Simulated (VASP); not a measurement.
# MgS (P1) in VASP: single point with revPBE+D3(BJ)

Aim: the single point of MgS with revPBE+D3(BJ).

Everything below comes from runs of VASP 6.6.1. Logs are shortened: lines on timing, memory, paths and dates and some standing lists are left out, and cuts for length are marked.

## 1. The cell of the first run

The typed cell holds 2 atoms: a = 4.025 Å, b = 4.054 Å, c = 4.079 Å, α = 57.94°, β = 60.06°, γ = 57.74°.

## 2. Single point, revPBE+D3(BJ)

INCAR reads:

```
ALGO = Normal ; EDIFF = 1E-6
ENCUT = 520 ; GGA = RE
ISIF = 2 ; ISMEAR = 0
IVDW = 12 ; LASPH = T
LCHARG = T ; LELF = T
LREAL = F ; LVHAR = T
LWAVE = F ; NBANDS = 11
NELM = 80 ; PREC = Accurate
SIGMA = 0.15
```

KPOINTS reads:

```
k-points
0
Gamma
  6 6 6
```

POSCAR reads:

```
MgS
1.0
    0.0619640000      2.7992820000      2.8915090000
    2.8712950000      0.0934170000      2.8600560000
    2.9353060000      2.8318400000      0.0294060000
S Mg
1 1
Direct
    0.2500000000      0.2500000000      0.2500000000
    0.0000000000      0.0000000000      0.0000000000
```

Potentials or basis: VASP PAW PBE potentials, release 64 (S, Mg).

Launch:

```
$ cat potpaw_PBE.64/S/POTCAR potpaw_PBE.64/Mg/POTCAR > POTCAR
$ mpirun -np 1 vasp_std > vasp.out
```

OUTCAR:

```text
EDIFF = 1E-6
   ENCUT = 520
   GGA = RE
   ISIF = 2
   ISMEAR = 0
   IVDW = 12
   LASPH = T
   LREAL = F
   NELM = 80
   PREC = Accurate
 IVDW          = 12

 ion  position               nearest neighbor table
   1  0.250  0.250  0.250-   2 2.40   2 2.44   2 2.47   2 2.51
   2  0.000  0.000  0.000-   1 2.40   1 2.44   1 2.47   1 2.51

  LATTYP: Found a triclinic cell.
 ALAT       =     6.8626081949
 B/A-ratio  =     0.5907027405
 C/A-ratio  =     0.5909867515
 COS(alpha) =     0.0041043495
 COS(beta)  =     0.2925176776
 COS(gamma) =     0.8683396917

  Lattice vectors:

 A1 = (  -5.6806260000,   2.6124480000,  -2.8286030000)
 A2 = (  -2.8712950000,  -0.0934170000,  -2.8600560000)
 A3 = (  -2.8733420000,  -0.0325580000,   2.8621030000)

Analysis of symmetry for initial positions (statically):
=====================================================================
 Subroutine PRICEL returns:
 Original cell was already a primitive cell.

 Routine SETGRP: Setting up the symmetry group for a
 triclinic supercell.

 Subroutine GETGRP returns: Found  1 space group operations
 (whereof  1 operations were pure point group operations)
 out of a pool of  2 trial point group operations.

The static configuration has the point symmetry C_1 .

Analysis of symmetry for dynamics (positions and initial velocities):
=====================================================================
 Subroutine PRICEL returns:
 Original cell was already a primitive cell.

 Routine SETGRP: Setting up the symmetry group for a
 triclinic supercell.

 Subroutine GETGRP returns: Found  1 space group operations
 (whereof  1 operations were pure point group operations)
 out of a pool of  2 trial point group operations.

The dynamic configuration has the point symmetry C_1 .

 Subroutine INISYM returns: Found  1 space group operations
 (whereof  1 operations are pure point group operations),
 and found     1 'primitive' translations

----------------------------------------------------------------------------------------

                                     Primitive cell

  volume of cell :      45.4804

  direct lattice vectors                    reciprocal lattice vectors
     0.061964000  2.799282000  2.891509000    -0.178020990  0.182731416  0.172752057
     2.871295000  0.093417000  2.860056000     0.178229897 -0.186577803  0.176807351
     2.935306000  2.831840000  0.029406000     0.170094797  0.178651610 -0.176598444

  length of vectors
     4.025002304  4.053761468  4.078750276     0.308099849  0.312790684  0.303373776

  position of ions in fractional coordinates (direct lattice)
     0.250000000  0.250000000  0.250000000
     0.000000000  0.000000000  0.000000000

  ion indices of the primitive-cell ions
   primitive index   ion index
                 1           1
                 2           2

----------------------------------------------------------------------------------------

 KPOINTS: k-points

Automatic generation of k-mesh.
 Grid dimensions read from file:
 generate k-points for:    6    6    6

 Generating k-lattice:

  Cartesian coordinates                     Fractional coordinates (reciprocal lattice)
    -0.029670165  0.030455236  0.028792010     0.166666667  0.000000000 -0.000000000
     0.029704983 -0.031096300  0.029467892     0.000000000  0.166666667  0.000000000
     0.028349133  0.029775268 -0.029433074    -0.000000000  0.000000000  0.166666667

  Length of vectors
     0.051349975  0.052131781  0.050562296

  Shift w.r.t. Gamma in fractional coordinates (k-lattice)
     0.000000000  0.000000000  0.000000000

 Subroutine IBZKPT returns following result:
 ===========================================

 Found    112 irreducible k-points:

 Following reciprocal coordinates:
            Coordinates               Weight
  0.000000  0.000000  0.000000      1.000000
  0.166667 -0.000000  0.000000      2.000000
  0.333333 -0.000000 -0.000000      2.000000
  0.500000  0.000000 -0.000000      1.000000
  0.000000  0.166667 -0.000000      2.000000
  0.166667  0.166667 -0.000000      2.000000
[... 16 lines left out ...]
  0.333333 -0.000000  0.166667      2.000000
  0.500000 -0.000000  0.166667      2.000000
 [... further k-points ...]
   k-points           NKPTS =    112   k-points in BZ     NKDIM =    112   number of bands    NBANDS=     11
   number of dos      NEDOS =    301   number of ions     NIONS =      2
   total plane-waves  NPLWV =  27000
   dimension x,y,z NGX =    30 NGY =   30 NGZ =   30
   dimension x,y,z NGXF=    60 NGYF=   60 NGZF=   60
   ions per type =               1   1
   NGX,Y,Z   is equivalent  to a cutoff of  12.39, 12.30, 12.23 a.u.
   NGXF,Y,Z  is equivalent  to a cutoff of  24.78, 24.61, 24.46 a.u.
 SYSTEM =  unknown system
   PREC   = accura    normal or accurate (medium, high low for compatibility)
   ISTART =      0    job   : 0-new  1-cont  2-samecut
   ICHARG =      2    charge: 1-file 2-atom 10-const
   ISPIN  =      1    spin polarized calculation?
   LNONCOLLINEAR =      F non collinear calculations
   LSORBIT =      F    spin-orbit coupling
   LASPH  =      T    aspherical Exc in radial PAW
   ENCUT  =  520.0 eV  38.22 Ry    6.18 a.u.   7.48  7.54  7.58*2*pi/ulx,y,z
   NELM   =     80;   NELMIN=  2; NELMDL= -5     # of ELM steps
   EDIFF  = 0.1E-05   stopping-criterion for ELM
   LREAL  =      F    real-space projection
   EDIFFG = 0.1E-04   stopping-criterion for IOM
   NSW    =      0    number of steps for IOM
   IBRION =     -1    ionic relax: 0-MD 1-quasi-New 2-CG
   NFREE  =      0    steps in history (QN), initial steepest desc. (CG)
   ISIF   =      2    stress and relaxation
   ISYM   =      2    0-nonsym 1-usesym 2-fastsym
   POTIM  = 0.5000    time-step for ionic-motion
   TEBEG  =    0.0;   TEEND  =   0.0 temperature during run
   PSTRESS=    0.0 pullay stress
   NELECT =       8.0000    total number of electrons
   NUPDOWN=      -1.0000    fix difference up-down
   EMIN   =  10.00;   EMAX   =-10.00  energy-range for DOS
   EFERMI =   0.00;   METHOD = LEGACY
   ISMEAR =     0;   SIGMA  =   0.15  broadening in eV -4-tet -1-fermi 0-gaus
   EFERMI_NEDOS =   21; number of points for ismear=-14 and -15
   IALGO  =     38    algorithm
   IMIX   =      4    mixing-type and parameters
     AMIX     =   0.40;   BMIX     =  1.00
     AMIX_MAG =   1.60;   BMIX_MAG =  1.00
  volume/ion in A,a.u.               =      22.74       153.46
  Fermi-wavevector in a.u.,A,eV,Ry     =   0.917269  1.733387 11.447696  0.841382
  Thomas-Fermi vector in A             =   2.042218
   LORBIT       =      0    0 simple, 1 ext, 2 COOP (PROOUT), +10 PAW based schemes
   GGA     = RE    functional components
   LHFCALC =     F    Hartree Fock is set to
   AEXX    =    0.0000 exact exchange contribution
   IVDW    =    12    specifies the selected vdW correction
   LEPSILON=     F    determine dielectric tensor
   LRPA    =     F    only Hartree local field effects (RPA)
 non-spin polarized calculation
 Gauss-broadening in eV      SIGMA  =   0.15
  energy-cutoff  :      520.00
  volume of cell :       45.48
 maximum number of plane-waves:      1241
 NGX is ok and might be reduce to    30
   NGX = 15   NGY = 15   NGZ = 15

 number of electron       8.0000000 magnetization

 Free energy of the ion-electron system (eV)
  ---------------------------------------------------
  ext. energy  EPLUGINS =         0.00000000
  ---------------------------------------------------
  free energy    TOTEN  =        -8.02413607 eV

  energy without entropy =       -8.02413607  energy(sigma->0) =       -8.02413607

 E-fermi :   1.9027     XC(G=0):  -8.2140

 val. band max:        1.2434371650   @ k =   0.0000   0.0000   0.0000
 cond. band min:       4.7124213147   @ k =   0.0000   0.0000   0.0000
 fundamental gap:      3.4689841498
 Fermi energy:         1.9026864810

 k-point     1 :       0.0000    0.0000    0.0000
  band No.  band energies     occupation
      1     -10.1123      2.00000
      2       1.0522      2.00000
      3       1.1082      2.00000
      4       1.2434      2.00000
      5       4.7124      0.00000
      6       8.8380      0.00000
      7       9.1456      0.00000
      8       9.5191      0.00000
      9      11.7010      0.00000
     10      12.2577      0.00000
     11      14.8127      0.00000

 k-point     2 :       0.1667   -0.0000    0.0000
  band No.  band energies     occupation
      1      -9.9589      2.00000
      2       0.1160      2.00000
      3       0.9605      2.00000
      4       1.0969      2.00000
      5       5.6731      0.00000
      6       8.9597      0.00000
      7       9.1617      0.00000
      8       9.6478      0.00000
      9      11.1933      0.00000
     10      11.5667      0.00000
     11      14.0885      0.00000

 k-point     3 :       0.3333   -0.0000   -0.0000
  band No.  band energies     occupation
      1      -9.6159      2.00000
      2      -1.3269      2.00000
      3       0.7818      2.00000
      4       0.9431      2.00000
      5       6.3361      0.00000
      6       8.8537      0.00000
      7       9.2585      0.00000
      8       9.5419      0.00000
      9      12.1044      0.00000
     10      12.5716      0.00000
     11      13.4595      0.00000
[... 267 lines left out ...]
 k-point    23 :       0.3333   -0.0000    0.1667
  band No.  band energies     occupation
      1      -9.6151      2.00000
      2      -0.9340      2.00000
      3       0.5341      2.00000
      4       0.6049      2.00000
      5       6.6799      0.00000
      6       8.1123      0.00000
      7       9.1208      0.00000
      8       9.9936      0.00000
      9      11.5041      0.00000
     10      13.1899      0.00000
     11      14.8581      0.00000

 k-point    24 :       0.5000   -0.0000    0.1667
  band No.  band energies     occupation
      1      -9.3661      2.00000
      2      -1.6848      2.00000
      3       0.2875      2.00000
      4       0.5077      2.00000
      5       6.7932      0.00000
      6       8.0624      0.00000
      7       9.4608      0.00000
      8       9.8983      0.00000
      9      12.7989      0.00000
     10      14.4411      0.00000
     11      15.5555      0.00000

 [... further k-points ...]

------------------------ aborting loop because EDIFF is reached ----------------------------------------

 Edisp (eV)   -1.04389

 E8    (eV) :    -0.7029

  FORCE on cell =-STRESS in cart. coord.  units (eV):
  Direction    XX          YY          ZZ          XY          YZ          ZX
  --------------------------------------------------------------------------------------
  -------------------------------------------------------------------------------------
  Total      -0.66886    -0.49549    -0.64927    -0.68715    -0.33473     0.04439
  in kB     -23.56249   -17.45518   -22.87226   -24.20690   -11.79191     1.56393
  external pressure =      -21.30 kB  Pullay stress =        0.00 kB

 VOLUME and BASIS-vectors are now :
 -----------------------------------------------------------------------------
  energy-cutoff  :      520.00
  volume of cell :       45.48
      direct lattice vectors                 reciprocal lattice vectors
     0.061964000  2.799282000  2.891509000    -0.178020990  0.182731416  0.172752057
     2.871295000  0.093417000  2.860056000     0.178229897 -0.186577803  0.176807351
     2.935306000  2.831840000  0.029406000     0.170094797  0.178651610 -0.176598444

 POSITION                                       TOTAL-FORCE (eV/Angst)
 -----------------------------------------------------------------------------------
      1.46714      1.43113      1.44524        -0.138443      0.034588     -0.282718
      0.00000      0.00000      0.00000         0.138443     -0.034588      0.282718
 -----------------------------------------------------------------------------------
    total drift:                               -0.000141     -0.000402     -0.000079

  FREE ENERGIE OF THE ION-ELECTRON SYSTEM (eV)
  ---------------------------------------------------
  free  energy   TOTEN  =        -9.0680218126 eV

  energy  without entropy=       -9.0680218126  energy(sigma->0) =       -9.06802181
```

Wall time 61 s (1 thread of Intel Xeon 8259CL, shared host); peak memory 0.22 GiB.

What came out:

```
Free energy                : -9.0680 eV
Pressure                   : -2.1 GPa
Largest force              : 0.317 eV/Å
Band gap on the k mesh     : 3.47 eV
Dispersion energy per atom : -0.522 eV
```

Forces in eV/Å, atoms in the order of the input:
```
S   -0.138  0.035 -0.283
Mg   0.138 -0.035  0.283
```

Levels at points of the mesh, in eV from the valence-band top:
```csv
k point,band 1,band 2,band 3,band 4,band 5,band 6,band 7,band 8,band 9
"(0.00, 0.00, 0.00)",-11.36,-0.19,-0.14,0.00,3.47,7.59,7.90,8.28,10.46
"(0.50, 0.00, 0.00)",-10.66,-3.18,-0.55,-0.37,5.06,7.33,7.81,8.63,12.74
"(0.00, 0.50, 0.00)",-10.63,-3.16,-0.59,-0.43,4.99,7.35,7.55,8.63,12.73
"(0.50, 0.50, 0.00)",-10.49,-2.92,-1.22,-0.93,3.89,5.75,11.02,11.99,12.71
"(0.00, 0.00, 0.50)",-10.70,-3.19,-0.49,-0.31,5.15,7.39,7.96,8.61,12.68
"(0.50, 0.00, 0.50)",-10.43,-2.77,-1.24,-1.22,3.85,5.48,11.27,12.18,12.34
"(0.00, 0.50, 0.50)",-10.49,-2.94,-1.13,-0.99,3.92,5.75,10.93,12.03,12.72
"(0.50, 0.50, 0.50)",-10.74,-3.20,-0.44,-0.26,5.24,7.46,8.09,8.60,12.82
```

Caveat: three body term missing; the PAW data sets were made with another functional, which shifts forces and pressure a little.
